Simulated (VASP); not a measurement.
# Zn (I4/mmm) in VASP: notebook

Runs on Zn. Level: PBE. Tasks: single point.

Program: VASP 6.6.1. These are calculated values, not measurements. Logs are shortened: lines on timing, memory, paths and dates and some standing lists are left out, and cuts for length are marked.

## Step 1: The cell of the first run

Symmetry: I4/mmm, No. 139, tetragonal system. The conventional cell has a = 2.709 Å, b = 2.709 Å, c = 4.126 Å, α = 90.00°, β = 90.00°, γ = 90.00°. Within 3.6 Å of Zn (site symmetry 4/mmm) lie 12 Zn at 2.71 to 2.82 Å.

## Step 2: Single point, PBE (strain -0.025 along x and y, +0.050 along z)

The input, INCAR:

```
SYSTEM = Zn
PREC = Accurate
ENCUT = 520
EDIFF = 1E-7
ISMEAR = 0
SIGMA = 0.15
LREAL = .FALSE.
LASPH = .TRUE.
NELM = 100
ALGO = Normal
ISIF = 2
LWAVE = .FALSE.
LCHARG = .TRUE.
GGA = PE
LELF = .TRUE.
LVHAR = .TRUE.
NBANDS = 12
```

The input, KPOINTS:

```
regular mesh
0
G
  20 20 20
  0 0 0
```

The input, POSCAR:

```
Zn
1.0
    0.0000000000      1.9156566000      2.0630148000
    1.9156566000      0.0000000000      2.0630148000
    1.9156566000      1.9156566000      0.0000000000
Zn
1
Direct
    0.0000000000      0.0000000000      0.0000000000
```

Potentials or basis: VASP PAW PBE potentials, release 64 (Zn).

On the command line:

```
$ cat potpaw_PBE.64/Zn/POTCAR > POTCAR
$ mpirun -np 1 vasp_std > vasp.out
```

OUTCAR:

```text
SYSTEM = Zn
   PREC = Accurate
   ENCUT = 520
   EDIFF = 1E-7
   ISMEAR = 0
   LREAL = .FALSE.
   LASPH = .TRUE.
   NELM = 100
   ISIF = 2
   GGA = PE

 ion  position               nearest neighbor table
   1  0.000  0.000  0.000-

  LATTYP: Found a body centered tetragonal cell.
 ALAT       =     2.7091475446
 C/A-ratio  =     1.5229992210

  Lattice vectors:

 A1 = (  -1.9156566000,   0.0000000000,   2.0630148000)
 A2 = (   1.9156566000,   0.0000000000,   2.0630148000)
 A3 = (   0.0000000000,   1.9156566000,  -2.0630148000)

Analysis of symmetry for initial positions (statically):
=====================================================================
 Subroutine PRICEL returns:
 Original cell was already a primitive cell.

 Routine SETGRP: Setting up the symmetry group for a
 body centered tetragonal supercell.

 Subroutine GETGRP returns: Found 16 space group operations
 (whereof 16 operations were pure point group operations)
 out of a pool of 16 trial point group operations.

The static configuration has the point symmetry D_4h.

Analysis of symmetry for dynamics (positions and initial velocities):
=====================================================================
 Subroutine PRICEL returns:
 Original cell was already a primitive cell.

 Routine SETGRP: Setting up the symmetry group for a
 body centered tetragonal supercell.

 Subroutine GETGRP returns: Found 16 space group operations
 (whereof 16 operations were pure point group operations)
 out of a pool of 16 trial point group operations.

The dynamic configuration has the point symmetry D_4h.

 Subroutine INISYM returns: Found 16 space group operations
 (whereof 16 operations are pure point group operations),
 and found     1 'primitive' translations

----------------------------------------------------------------------------------------

                                     Primitive cell

  volume of cell :      15.1415

  direct lattice vectors                    reciprocal lattice vectors
     0.000000000  1.915656600  2.063014800    -0.261007114  0.261007114  0.242363748
     1.915656600  0.000000000  2.063014800     0.261007114 -0.261007114  0.242363748
     1.915656600  1.915656600  0.000000000     0.261007114  0.261007114 -0.242363748

  length of vectors
     2.815274458  2.815274458  2.709147545     0.441576283  0.441576283  0.441576283

  position of ions in fractional coordinates (direct lattice)
     0.000000000  0.000000000  0.000000000

[... 83 lines left out ...]
   POTIM  = 0.5000    time-step for ionic-motion
   TEBEG  =    0.0;   TEEND  =   0.0 temperature during run
   PSTRESS=    0.0 pullay stress
   NELECT =      12.0000    total number of electrons
   NUPDOWN=      -1.0000    fix difference up-down
   EMIN   =  10.00;   EMAX   =-10.00  energy-range for DOS
   EFERMI =   0.00;   METHOD = LEGACY
   ISMEAR =     0;   SIGMA  =   0.15  broadening in eV -4-tet -1-fermi 0-gaus
   EFERMI_NEDOS =   21; number of points for ismear=-14 and -15
   IALGO  =     38    algorithm
   IMIX   =      4    mixing-type and parameters
     AMIX     =   0.40;   BMIX     =  1.00
     AMIX_MAG =   1.60;   BMIX_MAG =  1.00
  volume/ion in A,a.u.               =      15.14       102.18
  Fermi-wavevector in a.u.,A,eV,Ry     =   1.515000  2.862935 31.228441  2.295226
  Thomas-Fermi vector in A             =   2.624583
   LORBIT       =      0    0 simple, 1 ext, 2 COOP (PROOUT), +10 PAW based schemes
   GGA     = PE    functional components
   LHFCALC =     F    Hartree Fock is set to
   AEXX    =    0.0000 exact exchange contribution
   IVDW    =     0    specifies the selected vdW correction
   LEPSILON=     F    determine dielectric tensor
   LRPA    =     F    only Hartree local field effects (RPA)
 non-spin polarized calculation
 Gauss-broadening in eV      SIGMA  =   0.15
  energy-cutoff  :      520.00
  volume of cell :       15.14
 maximum number of plane-waves:       419
 NGX is ok and might be reduce to    24
   NGX = 11   NGY = 11   NGZ =  9

 number of electron      12.0000002 magnetization

 Free energy of the ion-electron system (eV)
  ---------------------------------------------------
  ext. energy  EPLUGINS =         0.00000000
  ---------------------------------------------------
  free energy    TOTEN  =        -1.07496845 eV

  energy without entropy =       -1.07159546  energy(sigma->0) =       -1.07328196

 E-fermi :   3.1070     XC(G=0): -11.5861

 val. band max:        3.0906447826   @ k =   0.5000   0.1000   0.0500
 cond. band min:       3.1264765172   @ k =  -0.2500   0.3500   0.3000
 fundamental gap:      0.0358317345
 Fermi energy:         3.1069835499

 k-point     1 :       0.0000    0.0000    0.0000
  band No.  band energies     occupation
      1      -7.2718      2.00000
      2      -4.6621      2.00000
      3      -4.4560      2.00000
      4      -4.4560      2.00000
      5      -4.2430      2.00000
      6      -4.0649      2.00000
      7      21.3675      0.00000
      8      21.3675      0.00000
      9      21.6084      0.00000
     10      22.0936      0.00000
     11      24.1621      0.00000
     12      24.2797      0.00000
[... 331 lines left out ...]
 k-point    24 :      -0.3500    0.0500    0.0000
  band No.  band energies     occupation
      1      -5.2277      2.00000
      2      -4.5880      2.00000
      3      -4.4071      2.00000
      4      -3.9921      2.00000
      5      -3.9634      2.00000
      6      -2.4771      2.00000
      7       5.6052      0.00000
      8      15.7844      0.00000
      9      20.1468      0.00000
     10      21.5602      0.00000
     11      23.0404      0.00000
     12      23.4743      0.00000

 [... further k-points ...]

------------------------ aborting loop because EDIFF is reached ----------------------------------------

  FORCE on cell =-STRESS in cart. coord.  units (eV):
  Direction    XX          YY          ZZ          XY          YZ          ZX
  --------------------------------------------------------------------------------------
  -------------------------------------------------------------------------------------
  Total        0.2385213      0.2385213     -0.2866208      0.0000000     -0.0000000      0.0000000
  in kB       25.2388856     25.2388856    -30.3284790      0.0000000     -0.0000000      0.0000000
  external PRESSURE =       6.7164307 kB  Pullay stress =       0.0000000 kB

 VOLUME and BASIS-vectors are now :
 -----------------------------------------------------------------------------
  energy-cutoff  :      520.00
  volume of cell :       15.14
      direct lattice vectors                 reciprocal lattice vectors
     0.000000000  1.915656600  2.063014800    -0.261007114  0.261007114  0.242363748
     1.915656600  0.000000000  2.063014800     0.261007114 -0.261007114  0.242363748
     1.915656600  1.915656600  0.000000000     0.261007114  0.261007114 -0.242363748

 POSITION                                       TOTAL-FORCE (eV/Angst)
 -----------------------------------------------------------------------------------
      0.00000      0.00000      0.00000        -0.000000      0.000000      0.000000
 -----------------------------------------------------------------------------------
    total drift:                                0.000000      0.000000      0.000000

  FREE ENERGIE OF THE ION-ELECTRON SYSTEM (eV)
  ---------------------------------------------------
  free  energy   TOTEN  =        -1.0749684536 eV

  energy  without entropy=       -1.0715954565  energy(sigma->0) =       -1.07328196
```

stdout:

```text
POSCAR found type information on POSCAR Zn
 POSCAR found :  1 types and       1 ions
 scaLAPACK will be used
 LDA part: xc-table for (Slater+PW92), standard interpolation
 POSCAR, INCAR and KPOINTS ok, starting setup
 FFT: planning ... GRIDC
 FFT: planning ... GRID_SOFT
 FFT: planning ... GRID
 WAVECAR not read
 entering main loop
```

Run time: 89 s. Hardware: 1 thread of Intel Xeon 8259CL, shared host; peak memory 0.23 GiB.

Results:

- Free energy: -1.0750 eV
- Pressure: 0.7 GPa
- Band gap on the k mesh: zero (bands 6 and 7 overlap by 3.70 eV)

Stress tensor (GPa, compression positive):
```
 2.52  0.00  0.00
 0.00  2.52  0.00
 0.00  0.00 -3.03
```

Levels at points of the mesh, in eV from the Fermi level:
```
           k point  band 3  band 4  band 5  band 6  band 7  band 8  band 9  band 10
(0.00, 0.00, 0.00)   -7.56   -7.56   -7.35   -7.17   18.26   18.26   18.50    18.99
(0.50, 0.00, 0.00)   -7.56   -7.00   -6.94   -2.90   -1.36   13.83   16.35    17.71
(0.50, 0.50, 0.00)   -6.98   -6.91   -6.91   -1.76    0.56    9.45    9.45    12.95
(0.50, 0.00, 0.50)   -6.99   -6.96   -6.83   -0.59    2.34    7.77    8.21    11.73
```

Caveat: the cell differs from its parent crystal (strain -0.025 along x and y, +0.050 along z).

## Step 3: Single point, PBE (strain +0.000 along x and y, +0.025 along z)

The input, INCAR:

```
SYSTEM = Zn
ALGO = Normal
EDIFF = 1E-6
ENCUT = 520
GGA = PE
ISIF = 2
ISMEAR = 0
LASPH = .True.
LCHARG = .False.
LREAL = .False.
LWAVE = .False.
NBANDS = 12
NELM = 100
PREC = Accurate
SIGMA = 0.15
```

The input, KPOINTS:

```
k-points
0
Gamma
  20 20 20
  0 0 0
```

The input, POSCAR:

```
Zn
1.0
    0.0000000000      1.9647760000      2.0138954000
    1.9647760000      0.0000000000      2.0138954000
    1.9647760000      1.9647760000      0.0000000000
Zn
1
Direct
    0.0000000000      0.0000000000      0.0000000000
```

Potentials or basis: VASP PAW PBE potentials, release 64 (Zn).

On the command line:

```
$ cat potpaw_PBE.64/Zn/POTCAR > POTCAR
$ mpirun -np 1 vasp_std > vasp.out
```

Wall time 96 s (1 thread of Intel Xeon 8259CL, shared host); peak memory 0.23 GiB.

Results (log left out):

```yaml
Free_energy: -1.0855 eV
Pressure: -1.3 GPa
Band_gap_on_the_k_mesh: zero (bands 6 and 7 overlap by 3.68 eV)
```

Stress tensor (GPa, compression positive):
```
-0.56  0.00  0.00
 0.00 -0.56  0.00
 0.00  0.00 -2.67
```

Levels at points of the mesh, in eV from the Fermi level:
```tsv
k point	band 3	band 4	band 5	band 6	band 7	band 8	band 9	band 10
(0.00, 0.00, 0.00)	-7.54	-7.54	-7.23	-7.17	17.90	17.90	17.98	18.71
(0.50, 0.00, 0.00)	-7.54	-6.94	-6.92	-2.80	-1.42	14.56	15.30	17.34
(0.50, 0.50, 0.00)	-6.94	-6.86	-6.86	-1.19	1.24	8.63	8.63	12.19
(0.50, 0.00, 0.50)	-6.94	-6.88	-6.84	-0.80	1.83	8.07	8.22	11.79
```

Caveat: the cell differs from its parent crystal (strain +0.000 along x and y, +0.025 along z).

## Step 4: Single point, PBE (strain +0.000 along x and y, +0.050 along z)

The input, INCAR:

```
SYSTEM = Zn
ALGO     = Normal         ! electronic algorithm
EDIFF    = 1E-6           ! SCF threshold, eV
ENCUT    = 520            ! plane-wave cutoff, eV
GGA      = PE             ! functional
ISIF     = 2              ! what is computed and relaxed
ISMEAR   = 0              ! smearing method
LASPH    = .True.         ! aspherical terms in the spheres
LCHARG   = .False.        ! write CHGCAR
LREAL    = .False.        ! projectors in reciprocal space
LWAVE    = .False.        ! write WAVECAR
NBANDS   = 12             ! bands
NELM     = 80             ! most SCF steps
PREC     = Accurate       ! precision mode
SIGMA    = 0.15           ! smearing width, eV
```

KPOINTS is that of step 3.

The input, POSCAR:

```
Zn
1.0
    0.0000000000      1.9647760000      2.0630148000
    1.9647760000      0.0000000000      2.0630148000
    1.9647760000      1.9647760000      0.0000000000
Zn
1
Direct
    0.0000000000      0.0000000000      0.0000000000
```

Potentials or basis: VASP PAW PBE potentials, release 64 (Zn).

On the command line:

```
$ cat potpaw_PBE.64/Zn/POTCAR > POTCAR
$ mpirun -np 1 vasp_std > vasp.out
```

OUTCAR:

```text
SYSTEM = Zn
   EDIFF = 1E-6
   ENCUT = 520
   GGA = PE
   ISIF = 2
   ISMEAR = 0
   LASPH = .True.
   LREAL = .False.
   NELM = 80
   PREC = Accurate

 ion  position               nearest neighbor table
   1  0.000  0.000  0.000-

  LATTYP: Found a body centered tetragonal cell.
 ALAT       =     2.7786128662
 C/A-ratio  =     1.4849242405

  Lattice vectors:

 A1 = (  -1.9647760000,   0.0000000000,   2.0630148000)
[... 538 lines left out ...]
      9      18.7936      0.00000
     10      20.4730      0.00000
     11      22.2205      0.00000
     12      22.6161      0.00000

 [... further k-points ...]

------------------------ aborting loop because EDIFF is reached ----------------------------------------

  FORCE on cell =-STRESS in cart. coord.  units (eV):
  Direction    XX          YY          ZZ          XY          YZ          ZX
  --------------------------------------------------------------------------------------
  -------------------------------------------------------------------------------------
  Total       -0.1535917     -0.1535917     -0.4668278      0.0000000     -0.0000000      0.0000000
  in kB      -15.4496955    -15.4496955    -46.9579250      0.0000000     -0.0000000      0.0000000
  external PRESSURE =     -25.9524387 kB  Pullay stress =       0.0000000 kB

 VOLUME and BASIS-vectors are now :
 -----------------------------------------------------------------------------
  energy-cutoff  :      520.00
  volume of cell :       15.93
      direct lattice vectors                 reciprocal lattice vectors
     0.000000000  1.964776000  2.063014800    -0.254481936  0.254481936  0.242363748
     1.964776000  0.000000000  2.063014800     0.254481936 -0.254481936  0.242363748
     1.964776000  1.964776000  0.000000000     0.254481936  0.254481936 -0.242363748

 POSITION                                       TOTAL-FORCE (eV/Angst)
 -----------------------------------------------------------------------------------
      0.00000      0.00000      0.00000        -0.000000      0.000000      0.000000
 -----------------------------------------------------------------------------------
    total drift:                               -0.000000      0.000000     -0.000000

  FREE ENERGIE OF THE ION-ELECTRON SYSTEM (eV)
  ---------------------------------------------------
  free  energy   TOTEN  =        -1.0764589472 eV

  energy  without entropy=       -1.0727797770  energy(sigma->0) =       -1.07461936
```

It took 84 s on 1 thread of Intel Xeon 8259CL, shared host; peak memory 0.23 GiB.

What came out:

```
Free energy            : -1.0765 eV
Pressure               : -2.6 GPa
Band gap on the k mesh : zero (bands 6 and 7 overlap by 3.72 eV)
```

Caveat: the cell differs from its parent crystal (strain +0.000 along x and y, +0.050 along z).

## Step 5: Overview

| cell | gap on the mesh (eV) | pressure (GPa) |
| --- | --- | --- |
| a = 2.815, b = 2.815, c = 2.709 Å, angles 61.2, 61.2, 57.5°, 1 atom | none | 0.7 |
| a = 2.814, b = 2.814, c = 2.779 Å, angles 60.4, 60.4, 59.2°, 1 atom | none | -1.3 |
| a = 2.849, b = 2.849, c = 2.779 Å, angles 60.8, 60.8, 58.4°, 1 atom | none | -2.6 |

Alike in all rows: task single point; level PBE; potentials or basis VASP PAW PBE potentials, release 64 (Zn); no spin polarisation; k mesh 20 × 20 × 20; cutoff (eV) 520; smearing gaussian 0.15 eV.

Total energies depend on the potentials used, so only differences within one code and one set of settings carry meaning.
